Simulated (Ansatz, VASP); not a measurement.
# AlAs in VASP and in Ansatz

INCAR

```
SYSTEM = AlAs
PREC = Accurate ; ENCUT = 500
EDIFF = 1E-7 ; ISMEAR = 0
SIGMA = 0.01 ; LREAL = .False.
LASPH = .True. ; NELM = 120
ALGO = Normal ; ISIF = 3
LWAVE = .False. ; LCHARG = .False.
IBRION = 2 ; NSW = 80
EDIFFG = -0.005 ; GGA_COMPAT = .False.
NELMIN = 4
```

File KPOINTS:

```
regular mesh
0
Gamma
  8 8 8
  0 0 0
```

The input POSCAR:

```
AlAs
1.0
    0.0000000000      2.8150000000      2.8150000000
    2.8150000000      0.0000000000      2.8150000000
    2.8150000000      2.8150000000      0.0000000000
Al As
1 1
Direct
    0.0000000000      0.0000000000      0.0000000000
    0.2500000000      0.2500000000      0.2500000000
```

Input for Ansatz:

```yaml
crystal:
  lattice:
    - [0.0, 2.815, 2.815]
    - [2.815, 0.0, 2.815]
    - [2.815, 2.815, 0.0]
  atoms:
    - { symbol: Al, position: [0.0, 0.0, 0.0] }
    - { symbol: As, position: [0.25, 0.25, 0.25] }
scf:
  occupations: { method: fixed }
output:
  forces: true
  stress: true
  eigenvalues: true
  write_density: true
  write_potential: true
  elf: true
  volumetric_format: npy
hamiltonian:
  xc: lda
relax:
  f_tol: 0.005
  max_steps: 60
  cell: { stress_tol: 0.03 }
kpoints:
  mp_grid: { grid: [8, 8, 8] }
```

Alike in both runs: task relaxation of cell and atoms; functional LDA; k mesh 8 × 8 × 8; no spin polarisation.

|  | VASP | Ansatz |
| --- | --- | --- |
| version | VASP 6.6.1 | Ansatz 0.2.0 |
| potentials or method | VASP PAW LDA potentials, release 64 (Al, As) | scalar-relativistic, plane waves, PAW |
| plane-wave cutoff (eV) | 500 | 420 |
| occupations | gaussian, width 0.01 eV | fixed |
| valence electrons in the cell | 8 | 18 |

Ansatz gave:

```
gap on the k mesh at the Fermi level, each at its own relaxed structure (eV) : 1.32
relaxed volume (Å³/atom)                                                     : 22.30
relaxed cell length with the largest relative difference (Å)                 : 3.980
```

Question: Estimate VASP's values.

Answer: gap on the k mesh at the Fermi level, each at its own relaxed structure (eV): 1.32; relaxed volume (Å³/atom): 22.40; relaxed cell length with the largest relative difference (Å): 3.986.

LDA's correlation is that of Perdew and Zunger in VASP and of Perdew and Wang (1992) in Ansatz. VASP's potentials hold 8 valence electrons a cell and Ansatz's 18, so a difference there can come from the potentials and not from the codes.
